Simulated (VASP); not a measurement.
Here is a VASP 6.6.1 calculation.

File INCAR:

```
PREC     = Accurate       # precision mode
ENCUT    = 660            # plane-wave cutoff, eV
EDIFF    = 1E-8           # SCF threshold, eV
ISMEAR   = 0              # smearing method
SIGMA    = 0.01           # smearing width, eV
LREAL    = False          # projectors in reciprocal space
LASPH    = True           # aspherical terms in the spheres
NELM     = 120            # most SCF steps
ALGO     = Normal         # electronic algorithm
ISIF     = 3              # what is computed and relaxed
LWAVE    = False          # write WAVECAR
LCHARG   = False          # write CHGCAR
METAGGA  = R2SCAN         # meta-GGA
LMIXTAU  = True         
IBRION   = 6              # ionic algorithm
NFREE    = 2            
POTIM    = 0.015          # step
NSW      = 1              # ionic steps
GGA_COMPAT= False
```

Contents of KPOINTS:

```
Automatic mesh
0
Gamma
  6 6 6
```

POSCAR

```
Mg2Si
1.0
    0.0000000000      3.1053585480      3.1053585480
    3.1053585480      0.0000000000      3.1053585480
    3.1053585480      3.1053585480      0.0000000000
Mg Si
2 1
Direct
    0.2500000000      0.2500000000      0.2500000000
    0.7500000000      0.7500000000      0.7500000000
    0.0000000000      0.0000000000      0.0000000000
```

Potentials or basis: VASP PAW PBE potentials, release 64 (Mg, Si).

Launch:

```sh
$ cat potpaw_PBE.64/Mg/POTCAR potpaw_PBE.64/Si/POTCAR > POTCAR
$ mpirun -np 1 vasp_std > vasp.out
```

What does it give for the elastic constants C11, C12, C44?

145, 32, 58 GPa.

What does it give for the Voigt bulk modulus?

70 GPa.

Predict the highest phonon frequency at Γ.

316 cm⁻¹.

Phonon frequencies in cm⁻¹ (negative: imaginary):
| q point | frequencies |
| --- | --- |
| (0.000, 0.000, 0.000) | 0 0 0 285 285 285 316 316 316 |

Caveat: the cell is under stress, which shifts elastic constants; the PAW data sets were made with another functional, which shifts forces and pressure a little.
